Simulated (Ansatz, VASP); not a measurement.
**Tl in VASP and in Ansatz**

```
CELL_PARAMETERS angstrom
3.54937 0.00000 0.00000
-1.77468 3.07384 0.00000
0.00000 0.00000 5.66112
ATOMIC_POSITIONS crystal
Tl 0.33333 0.66667 0.25000
Tl 0.66667 0.33333 0.75000
```

Alike in both runs: task single point; functional PBEsol; k mesh 17 × 17 × 10; occupations fermi-dirac, width 0.1 eV; no spin polarisation.

|  | VASP | Ansatz |
| --- | --- | --- |
| version | VASP 6.6.1 | Ansatz 0.2.0 |
| potentials or method | VASP PAW PBE potentials, release 64 (Tl_d), cutoff 520 eV | plane waves (420 eV) with PAW, scalar-relativistic |
| valence electrons in the cell | 26 | 26 |

```csv
,VASP,Ansatz,Ansatz less VASP
pressure (GPa),-2.3,-2.3,+0.07
"traceless stress, the component that is largest in VASP (GPa)",-0.31,-0.30,+0.005
```

VASP's potentials were made for PBE, not for PBEsol, and Ansatz warns of the same on its side.

Neither program's run includes spin-orbit coupling.
